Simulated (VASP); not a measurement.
# Ta (P6_3/mmc) in VASP: further runs, part 2 of 2

VASP 6.6.1.

## (3) Single point, PBE

This run uses another cell than the first one, of 22.54 Å³/atom.

Input file INCAR:

```
SYSTEM = Ta
ALGO = Fast ; EDIFF = 1E-7
ENCUT = 520 ; GGA = PE
ISIF = 2 ; ISMEAR = 0
LASPH = .True. ; LCHARG = .False.
LREAL = .False. ; LWAVE = .False.
NBANDS = 30 ; NELM = 100
PREC = Accurate ; SIGMA = 0.1
```

Input file KPOINTS:

```
k-points
0
Gamma
  12 12 10
  0 0 0
```

Input file POSCAR:

```
Ta
1.0
    4.6121066982      0.0000000000      0.0000000000
   -2.3060533491      3.9942015657      0.0000000000
    0.0000000000      0.0000000000      4.8949814574
Ta
4
Direct
    0.0000000000      0.0000000000      0.2500000000
    0.0000000000      0.0000000000      0.7500000000
    0.3333333333      0.6666666667      0.7500000000
    0.6666666667      0.3333333333      0.2500000000
```

Potentials or basis: VASP PAW PBE potentials, release 64 (Ta_pv).

On the command line:

```
$ cat potpaw_PBE.64/Ta_pv/POTCAR > POTCAR
$ mpirun -np 1 vasp_std > vasp.out
```

OUTCAR:

```text
SYSTEM = Ta
   EDIFF = 1E-7
   ENCUT = 520
   GGA = PE
   ISIF = 2
   ISMEAR = 0
   LASPH = .True.
   LREAL = .False.
   NELM = 100
   PREC = Accurate

 ion  position               nearest neighbor table
   1  0.000  0.000  0.250-   2 2.45   2 2.45   4 2.66   4 2.66   4 2.66
   2  0.000  0.000  0.750-   1 2.45   1 2.45   3 2.66   3 2.66   3 2.66
   3  0.333  0.667  0.750-   2 2.66   2 2.66   2 2.66
   4  0.667  0.333  0.250-   1 2.66   1 2.66   1 2.66

  LATTYP: Found a hexagonal cell.
 ALAT       =     4.6121066982
 C/A-ratio  =     1.0613330909

  Lattice vectors:

 A1 = (   4.6121066982,   0.0000000000,   0.0000000000)
 A2 = (  -2.3060533491,   3.9942015657,   0.0000000000)
 A3 = (   0.0000000000,   0.0000000000,   4.8949814574)

Analysis of symmetry for initial positions (statically):
=====================================================================
 Subroutine PRICEL returns:
 Original cell was already a primitive cell.

 Routine SETGRP: Setting up the symmetry group for a
 hexagonal supercell.

 Subroutine GETGRP returns: Found 24 space group operations
 (whereof 12 operations were pure point group operations)
 out of a pool of 24 trial point group operations.

The static configuration has the point symmetry D_3d.
 The point group associated with its full space group is D_6h.

Analysis of symmetry for dynamics (positions and initial velocities):
=====================================================================
 Subroutine PRICEL returns:
 Original cell was already a primitive cell.

 Routine SETGRP: Setting up the symmetry group for a
 hexagonal supercell.

 Subroutine GETGRP returns: Found 24 space group operations
 (whereof 12 operations were pure point group operations)
 out of a pool of 24 trial point group operations.

The dynamic configuration has the point symmetry D_3d.
 The point group associated with its full space group is D_6h.

 Subroutine INISYM returns: Found 24 space group operations
 (whereof 12 operations are pure point group operations),
 and found     1 'primitive' translations

----------------------------------------------------------------------------------------

                                     Primitive cell

  volume of cell :      90.1738

  direct lattice vectors                    reciprocal lattice vectors
     4.612106698  0.000000000  0.000000000     0.216820656  0.125181464  0.000000000
    -2.306053349  3.994201566  0.000000000     0.000000000  0.250362928  0.000000000
     0.000000000  0.000000000  4.894981457     0.000000000  0.000000000  0.204290866

  length of vectors
     4.612106698  4.612106698  4.894981457     0.250362928  0.250362928  0.204290866

  position of ions in fractional coordinates (direct lattice)
     0.000000000  0.000000000  0.250000000
     0.000000000  0.000000000  0.750000000
     0.333333333  0.666666667  0.750000000
     0.666666667  0.333333333  0.250000000

  ion indices of the primitive-cell ions
   primitive index   ion index
                 1           1
                 2           2
                 3           3
                 4           4

----------------------------------------------------------------------------------------

 KPOINTS: k-points

Automatic generation of k-mesh.
 Grid dimensions read from file:
 generate k-points for:   12   12   10

 Generating k-lattice:

  Cartesian coordinates                     Fractional coordinates (reciprocal lattice)
     0.018068388  0.010431789  0.000000000     0.083333333  0.000000000  0.000000000
     0.000000000  0.020863577  0.000000000     0.000000000  0.083333333  0.000000000
     0.000000000  0.000000000  0.020429087     0.000000000  0.000000000  0.100000000

  Length of vectors
     0.020863577  0.020863577  0.020429087

  Shift w.r.t. Gamma in fractional coordinates (k-lattice)
     0.000000000  0.000000000  0.000000000

 Subroutine IBZKPT returns following result:
 ===========================================

 Found    114 irreducible k-points:

 Following reciprocal coordinates:
            Coordinates               Weight
  0.000000  0.000000  0.000000      1.000000
  0.083333 -0.000000  0.000000      6.000000
  0.166667 -0.000000  0.000000      6.000000
  0.250000 -0.000000  0.000000      6.000000
  0.333333 -0.000000  0.000000      6.000000
  0.416667 -0.000000  0.000000      6.000000
[... 16 lines left out ...]
  0.250000 -0.000000  0.100000     12.000000
  0.333333 -0.000000  0.100000     12.000000
 [... further k-points ...]
   k-points           NKPTS =    114   k-points in BZ     NKDIM =    114   number of bands    NBANDS=     30
   number of dos      NEDOS =    301   number of ions     NIONS =      4
   total plane-waves  NPLWV =  46656
   dimension x,y,z NGX =    36 NGY =   36 NGZ =   36
   dimension x,y,z NGXF=    72 NGYF=   72 NGZF=   72
   ions per type =               4
   NGX,Y,Z   is equivalent  to a cutoff of  12.98, 12.98, 12.23 a.u.
   NGXF,Y,Z  is equivalent  to a cutoff of  25.95, 25.95, 24.45 a.u.
 SYSTEM =  Ta
   PREC   = accura    normal or accurate (medium, high low for compatibility)
   ISTART =      0    job   : 0-new  1-cont  2-samecut
   ICHARG =      2    charge: 1-file 2-atom 10-const
   ISPIN  =      1    spin polarized calculation?
   LNONCOLLINEAR =      F non collinear calculations
   LSORBIT =      F    spin-orbit coupling
   LASPH  =      T    aspherical Exc in radial PAW
   ENCUT  =  520.0 eV  38.22 Ry    6.18 a.u.   8.58  8.58  9.10*2*pi/ulx,y,z
   NELM   =    100;   NELMIN=  2; NELMDL= -5     # of ELM steps
   EDIFF  = 0.1E-06   stopping-criterion for ELM
   LREAL  =      F    real-space projection
   EDIFFG = 0.1E-05   stopping-criterion for IOM
   NSW    =      0    number of steps for IOM
   IBRION =     -1    ionic relax: 0-MD 1-quasi-New 2-CG
   NFREE  =      0    steps in history (QN), initial steepest desc. (CG)
   ISIF   =      2    stress and relaxation
   ISYM   =      2    0-nonsym 1-usesym 2-fastsym
   POTIM  = 0.5000    time-step for ionic-motion
   TEBEG  =    0.0;   TEEND  =   0.0 temperature during run
   PSTRESS=    0.0 pullay stress
   NELECT =      44.0000    total number of electrons
   NUPDOWN=      -1.0000    fix difference up-down
   EMIN   =  10.00;   EMAX   =-10.00  energy-range for DOS
   EFERMI =   0.00;   METHOD = LEGACY
   ISMEAR =     0;   SIGMA  =   0.10  broadening in eV -4-tet -1-fermi 0-gaus
   EFERMI_NEDOS =   21; number of points for ismear=-14 and -15
   IALGO  =     68    algorithm
   IMIX   =      4    mixing-type and parameters
     AMIX     =   0.40;   BMIX     =  1.00
     AMIX_MAG =   1.60;   BMIX_MAG =  1.00
  volume/ion in A,a.u.               =      22.54       152.13
  Fermi-wavevector in a.u.,A,eV,Ry     =   1.288840  2.435554 22.600746  1.661108
  Thomas-Fermi vector in A             =   2.420769
   LORBIT       =      0    0 simple, 1 ext, 2 COOP (PROOUT), +10 PAW based schemes
   GGA     = PE    functional components
   LHFCALC =     F    Hartree Fock is set to
   AEXX    =    0.0000 exact exchange contribution
   IVDW    =     0    specifies the selected vdW correction
   LEPSILON=     F    determine dielectric tensor
   LRPA    =     F    only Hartree local field effects (RPA)
 non-spin polarized calculation
 RMM-DIIS sequential band-by-band and
 Gauss-broadening in eV      SIGMA  =   0.10
  energy-cutoff  :      520.00
  volume of cell :       90.17
 maximum number of plane-waves:      2485
 NGX is ok and might be reduce to    36
   NGX = 17   NGY = 17   NGZ = 19

 number of electron      44.0000017 magnetization

 Free energy of the ion-electron system (eV)
  ---------------------------------------------------
  ext. energy  EPLUGINS =         0.00000000
  ---------------------------------------------------
  free energy    TOTEN  =       -40.62126097 eV

  energy without entropy =      -40.58284251  energy(sigma->0) =      -40.60205174

 E-fermi :   3.7923     XC(G=0): -11.2721

 val. band max:        3.7906111925   @ k =   0.3333   0.0833   0.4000
 cond. band min:       3.7939821248   @ k =   0.3333   0.2500   0.4000
 fundamental gap:      0.0033709323
 Fermi energy:         3.7923239604

 k-point     1 :       0.0000    0.0000    0.0000
  band No.  band energies     occupation
      1     -31.3206      2.00000
      2     -30.8503      2.00000
      3     -30.8382      2.00000
      4     -30.8064      2.00000
      5     -30.8064      2.00000
      6     -30.7583      2.00000
[... 781 lines left out ...]
     29       7.6147      0.00000
     30       7.6965      0.00000

 [... further k-points ...]
[... 5 lines left out ...]
  --------------------------------------------------------------------------------------
  -------------------------------------------------------------------------------------
  Total        0.0358693      0.0358693      0.2443794      0.0000000      0.0000000      0.0000000
  in kB        0.6373134      0.6373134      4.3420493      0.0000000      0.0000000      0.0000000
  external PRESSURE =       1.8722254 kB  Pullay stress =       0.0000000 kB

 VOLUME and BASIS-vectors are now :
 -----------------------------------------------------------------------------
  energy-cutoff  :      520.00
  volume of cell :       90.17
      direct lattice vectors                 reciprocal lattice vectors
     4.612106698  0.000000000  0.000000000     0.216820656  0.125181464  0.000000000
    -2.306053349  3.994201566  0.000000000     0.000000000  0.250362928  0.000000000
     0.000000000  0.000000000  4.894981457     0.000000000  0.000000000  0.204290866

 POSITION                                       TOTAL-FORCE (eV/Angst)
 -----------------------------------------------------------------------------------
      0.00000      0.00000      1.22375         0.000000     -0.000000     -0.000000
      0.00000      0.00000      3.67124         0.000000      0.000000     -0.000000
     -0.00000      2.66280      3.67124         0.000000     -0.000000      0.000000
      2.30605      1.33140      1.22375        -0.000000      0.000000      0.000000
 -----------------------------------------------------------------------------------
    total drift:                               -0.000000      0.000000     -0.000000

  FREE ENERGIE OF THE ION-ELECTRON SYSTEM (eV)
  ---------------------------------------------------
  free  energy   TOTEN  =       -40.6212609665 eV

  energy  without entropy=      -40.5828425130  energy(sigma->0) =      -40.60205174
```

OSZICAR:

```text
N       E                     dE             d eps       ncg     rms          rms(c)
DAV:   1     0.413038241726E+03    0.41304E+03   -0.24645E+04  6840   0.147E+03
DAV:   2    -0.262436091068E+02   -0.43928E+03   -0.42784E+03  7576   0.430E+02
DAV:   3    -0.429044564221E+02   -0.16661E+02   -0.15860E+02  9068   0.727E+01
DAV:   4    -0.432441313821E+02   -0.33967E+00   -0.33674E+00  8446   0.945E+00
DAV:   5    -0.432525227780E+02   -0.83914E-02   -0.83849E-02  8668   0.128E+00    0.238E+01
RMM:   6    -0.414044566205E+02    0.18481E+01   -0.11282E+01  9082   0.117E+01    0.132E+01
RMM:   7    -0.407174324925E+02    0.68702E+00   -0.18501E+00  7542   0.681E+00    0.751E+00
RMM:   8    -0.406119743710E+02    0.10546E+00   -0.85051E-01  8480   0.486E+00    0.751E-01
RMM:   9    -0.406216618088E+02   -0.96874E-02   -0.20392E-01  9796   0.182E+00    0.727E-01
RMM:  10    -0.406210223071E+02    0.63950E-03   -0.26861E-02  9261   0.800E-01    0.297E-01
RMM:  11    -0.406214307538E+02   -0.40845E-03   -0.74092E-03  9176   0.409E-01    0.165E-01
RMM:  12    -0.406212370294E+02    0.19372E-03   -0.20573E-03  9243   0.222E-01    0.435E-02
RMM:  13    -0.406212543530E+02   -0.17324E-04   -0.54698E-04  9845   0.102E-01    0.131E-02
RMM:  14    -0.406212596428E+02   -0.52898E-05   -0.71879E-05  9980   0.421E-02    0.525E-03
RMM:  15    -0.406212606270E+02   -0.98418E-06   -0.11911E-05 10164   0.170E-02    0.343E-03
RMM:  16    -0.406212608978E+02   -0.27087E-06   -0.20499E-06  9191   0.763E-03    0.160E-03
RMM:  17    -0.406212610050E+02   -0.10722E-06   -0.48409E-07  6549   0.376E-03    0.550E-04
RMM:  18    -0.406212609665E+02    0.38509E-07   -0.11993E-07  5844   0.186E-03
   1 F= -.40621261E+02 E0= -.40602052E+02  d E =-.384185E-01
```

Wall time 2.5 min (1 thread of Intel Xeon 6975P-C (Granite Rapids), shared host); peak memory 0.36 GiB.

What came out:

* Free energy: -40.6213 eV
* Pressure: 0.2 GPa
* Band gap on the k mesh: zero (bands 22 and 23 overlap by 0.82 eV)

Levels at points of the mesh, in eV from the Fermi level:
| k point | band 20 | band 21 | band 22 | band 23 | band 24 | band 25 |
| --- | --- | --- | --- | --- | --- | --- |
| (0.00, 0.00, 0.00) | -0.09 | -0.09 | -0.09 | -0.09 | 1.21 | 1.21 |
| (0.50, 0.00, 0.00) | -0.83 | -0.81 | -0.33 | -0.06 | 0.04 | 2.27 |
| (0.00, 0.00, 0.50) | 0.16 | 0.44 | 0.44 | 0.44 | 0.44 | 1.94 |
| (0.50, 0.00, 0.50) | -1.50 | -0.71 | -0.71 | 0.38 | 0.38 | 1.86 |

Caveat: spin-orbit coupling is left out, which moves the levels of the heavy elements.

The gap in the log of VASP goes by the Fermi energy; the results here count the filled bands.